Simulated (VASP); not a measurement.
# Cu (P6_3/mmc) in VASP: notebook, part 2 of 2

VASP 6.6.1. The steps go on from the part before.

### 4 Relaxation of cell and atoms, PBE, target pressure -3 GPa, at which the enthalpy is minimised

This run uses another cell than the first one, of 12.31 Å³/atom, 1.075 times its volume.

Input file INCAR:

```
SYSTEM = Cu
PREC = Accurate ; ENCUT = 600
EDIFF = 1E-6 ; ISMEAR = 0
SIGMA = 0.1 ; LREAL = .FALSE.
LASPH = .TRUE. ; NELM = 80
ALGO = Fast ; ISIF = 3
LWAVE = .FALSE. ; LCHARG = .FALSE.
GGA = PE ; IBRION = 2
NSW = 70 ; EDIFFG = -0.008
PSTRESS = -30.0
```

Input file KPOINTS:

```
regular mesh
0
G
  18 18 6
  0 0 0
```

Input file POSCAR:

```
Cu
1.0
    2.5913764124      0.0000000000      0.0000000000
   -1.2956882062      2.2441978039      0.0000000000
    0.0000000000      0.0000000000      8.4660606911
Cu
4
Direct
    0.0000000000      0.0000000000      0.0000000000
    0.3333333333      0.6666666667      0.2500000000
    0.0000000000      0.0000000000      0.5000000000
    0.6666666667      0.3333333333      0.7500000000
```

Potentials or basis: VASP PAW PBE potentials, release 64 (Cu).

Run with:

```console
$ cat potpaw_PBE.64/Cu/POTCAR > POTCAR
$ mpirun -np 1 vasp_std > vasp.out
```

OUTCAR:

```text
SYSTEM = Cu
   PREC = Accurate
   ENCUT = 600
   EDIFF = 1E-6
   ISMEAR = 0
   LREAL = .FALSE.
   LASPH = .TRUE.
   NELM = 80
   ISIF = 3
   GGA = PE
   IBRION = 2
   NSW = 70
   EDIFFG = -0.008
   PSTRESS = -30.0

 ion  position               nearest neighbor table
   1  0.000  0.000  0.000-   2 2.59   4 2.59   2 2.59   4 2.59   4 2.59   2 2.59
   2  0.333  0.667  0.250-   1 2.59   3 2.59   1 2.59   3 2.59   1 2.59   3 2.59
   3  0.000  0.000  0.500-   2 2.59   4 2.59   2 2.59   4 2.59   4 2.59   2 2.59
   4  0.667  0.333  0.750-   1 2.59   3 2.59   1 2.59   3 2.59   1 2.59   3 2.59

  LATTYP: Found a hexagonal cell.
 ALAT       =     2.5913764124
 C/A-ratio  =     3.2670131018

  Lattice vectors:

 A1 = (   2.5913764124,   0.0000000000,   0.0000000000)
 A2 = (  -1.2956882062,   2.2441978039,   0.0000000000)
 A3 = (   0.0000000000,   0.0000000000,   8.4660606911)

Analysis of symmetry for initial positions (statically):
=====================================================================
 Subroutine PRICEL returns:
 Original cell was already a primitive cell.

 Routine SETGRP: Setting up the symmetry group for a
 hexagonal supercell.
[... 174 lines left out ...]
  free energy    TOTEN  =       -14.88543438 eV

  energy without entropy =      -14.87834030  energy(sigma->0) =      -14.88188734

------------------------ aborting loop because EDIFF is reached ----------------------------------------

  FORCE on cell =-STRESS in cart. coord.  units (eV):
  Direction    XX          YY          ZZ          XY          YZ          ZX
  --------------------------------------------------------------------------------------
  -------------------------------------------------------------------------------------
  Total       -0.9789231     -0.9789231     -0.9852038      0.0000000      0.0000000      0.0000000
  in kB      -31.8556263    -31.8556263    -32.0600098      0.0000000      0.0000000      0.0000000
  external PRESSURE =      -1.9237541 kB  Pullay stress =     -30.0000000 kB
[... 67 lines left out ...]
--------------------------------------- Ionic step        3  -------------------------------------------

 number of electron      44.0000009 magnetization

 Free energy of the ion-electron system (eV)
  ---------------------------------------------------
  ext. energy  EPLUGINS =         0.00000000
  ---------------------------------------------------
  free energy    TOTEN  =       -14.88618047 eV

  energy without entropy =      -14.87908771  energy(sigma->0) =      -14.88263409

 E-fermi :   7.0490     XC(G=0): -12.4919

 val. band max:        7.0413892426   @ k =   0.2778   0.1667   0.0000
 cond. band min:       7.0543411561   @ k =   0.3889   0.0556   0.0000
 fundamental gap:      0.0129519135
 Fermi energy:         7.0490425121

 k-point     1 :       0.0000    0.0000    0.0000
  band No.  band energies     occupation
      1      -1.9533      2.00000
      2       0.1089      2.00000
      3       0.1171      2.00000
      4       2.2394      2.00000
      5       3.9608      2.00000
      6       3.9629      2.00000
[... 685 lines left out ...]
     25      12.2442      0.00000
     26      12.3075      0.00000

 [... further k-points ...]
[... 5 lines left out ...]
  --------------------------------------------------------------------------------------
  -------------------------------------------------------------------------------------
  Total       -0.9093845     -0.9093845     -0.9146992      0.0000000     -0.0000000      0.0000000
  in kB      -29.6162080    -29.6162080    -29.7892917      0.0000000     -0.0000000      0.0000000
  external PRESSURE =       0.3260975 kB  Pullay stress =     -30.0000000 kB
[... 23 lines left out ...]
  energy  without entropy=      -14.8790877065  energy(sigma->0) =      -14.88263409

  enthalpy is  TOTEN    =       -15.8073495571 eV   P V=       -0.9211690848

 reached required accuracy - stopping structural energy minimisation
```

Run time: 5 min. Hardware: 1 thread of Intel Xeon 6975P-C (Granite Rapids), shared host; peak memory 0.32 GiB.

Results:

* Free energy: -14.8862 eV
* Relaxed volume: 12.30 Å³/atom
* Relaxed cell: a = 2.591 Å, b = 2.591 Å, c = 8.464 Å, α = 90.00°, β = 90.00°, γ = 120.00°
* Space group after relaxing (to 0.05 Å): P6_3/mmc (No. 194)
* Energy change on relaxing (the enthalpy is what falls): -0.2 meV/atom
* Ionic steps: 3
* Pressure after relaxing: -3.0 GPa
* Band gap on the k mesh: zero (band 22 reaches 10.39 eV, above the bottom of band 23 at 5.35 eV)

The path:
```
step  energy change (eV)  largest force (eV/Å)  pressure (GPa)  volume (Å³)
   1              0.0000                0.0000           -3.19        49.23
   2             -0.0020                0.0000           -2.88        49.13
   3             -0.0007                0.0000           -2.97        49.20
```

Final structure:
```cif
data_structure
_symmetry_space_group_name_H-M 'P 1'
_symmetry_Int_Tables_number 1
_cell_length_a 2.5907
_cell_length_b 2.5907
_cell_length_c 8.4637
_cell_angle_alpha 90.000
_cell_angle_beta 90.000
_cell_angle_gamma 120.000
_cell_volume 49.20
loop_
_atom_site_label
_atom_site_type_symbol
_atom_site_fract_x
_atom_site_fract_y
_atom_site_fract_z
_atom_site_occupancy
Cu1 Cu 0.00000 0.00000 0.00000 1
Cu2 Cu 0.33333 0.66667 0.25000 1
Cu3 Cu 0.00000 0.00000 0.50000 1
Cu4 Cu 0.66667 0.33333 0.75000 1
```

Caveat: the cell is relaxed towards a set pressure, so the enthalpy falls and the energy may rise.

### 5 Overview

| task | cell | cutoff (eV) | smearing | gap on the mesh (eV) | pressure (GPa) |
| --- | --- | --- | --- | --- | --- |
| single point | a = 2.528, b = 2.528, c = 8.273 Å, angles 90.0, 90.0, 120.0°, 4 atoms | 520 | fermi-dirac 0.15 eV | none | 7.7 |
| relaxation of cell and atoms | relaxed to 3 GPa from a = 2.543, b = 2.543, c = 8.308 Å, angles 90.0, 90.0, 120.0°, 4 atoms | 600 | gaussian 0.1 eV | none | 3.1 |
| relaxation of cell and atoms | relaxed to -3 GPa from a = 2.591, b = 2.591, c = 8.466 Å, angles 90.0, 90.0, 120.0°, 4 atoms | 600 | gaussian 0.1 eV | none | -3.0 |

Alike in all rows: level PBE; potentials or basis VASP PAW PBE potentials, release 64 (Cu); no spin polarisation; k mesh 18 × 18 × 6.

Caveats: the cell is relaxed towards a set pressure, so the enthalpy falls and the energy may rise (some runs).

Absolute energies hang on the potentials; compare differences alone.
